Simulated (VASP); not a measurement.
Wanted: the native input for a VASP 6.6.1 run.

```
Task                   : relaxation of cell and atoms
Functional             : PBE
Potentials or basis    : VASP PAW PBE potentials, release 64 (Sc_sv, Al, As)
Cutoff                 : 600 eV
k mesh                 : 12 × 12 × 2
Occupations            : gaussian, width 0.02 eV
Spin                   : no spin polarisation
Dipole correction      : no
Further INCAR settings : ALGO = Normal; EDIFF = 1e-07; IBRION = 2; EDIFFG = -0.01; NSW = 100; ISIF = 3
```

The structure of ScAl3As4 lies in POSCAR:

```
ScAl3As4
1.0
    4.0842641963      0.0000000000      0.0000000000
   -2.0421320981      3.5370765498      0.0000000000
    0.0000000000      0.0000000000     13.6164301310
Sc Al As
1 3 4
Direct
    0.0000000000      0.0000000000      0.2477714293
    0.0000000000      0.0000000000      0.7482942097
    0.3333333333      0.6666666667      0.9894302952
    0.3333333333      0.6666666667      0.5067647749
    0.0000000000      0.0000000000      0.0503247420
    0.0000000000      0.0000000000      0.5655369864
    0.3333333333      0.6666666667      0.3258841315
    0.3333333333      0.6666666667      0.8067914110
```

The cell was generated, and may not be a known phase.

These files were run (other wordings do the same):

INCAR

```
SYSTEM = ScAl3As4
ALGO = Normal ; EDIFF = 1E-7
EDIFFG = -0.01 ; ENCUT = 600
GGA = PE ; IBRION = 2
ISIF = 3 ; ISMEAR = 0
LASPH = .True. ; LCHARG = .False.
LREAL = .False. ; LWAVE = .False.
NELM = 80 ; NSW = 100
PREC = Accurate ; SIGMA = 0.02
```

KPOINTS

```
k-points
0
Gamma
  12 12 2
  0 0 0
```

Potentials or basis: VASP PAW PBE potentials, release 64 (Sc_sv, Al, As).

The run is started by

```bash
$ cat potpaw_PBE.64/Sc_sv/POTCAR potpaw_PBE.64/Al/POTCAR potpaw_PBE.64/As/POTCAR > POTCAR
$ mpirun -np 1 vasp_std > vasp.out
```

Results of the run:

| Quantity | Value |
| --- | --- |
| Relaxed volume | 24.83 Å³/atom |
| Relaxed cell | a = 4.093 Å, b = 4.093 Å, c = 13.693 Å, α = 90.00°, β = 90.00°, γ = 120.00° |
| Space group after relaxing (to 0.1 Å) | P3m1 (No. 156) |
| Energy gained by relaxing | 0.6 meV/atom |
| Ionic steps | 8 |
| Pressure after relaxing | 0.0 GPa |
| Largest force after relaxing | 0.006 eV/Å |
| Band gap on the k mesh | 1.26 eV (least direct gap 1.59 eV) |

Wall time 31 min on 1 thread of Intel Xeon 8259CL, on a shared host, peak memory 0.56 GiB.
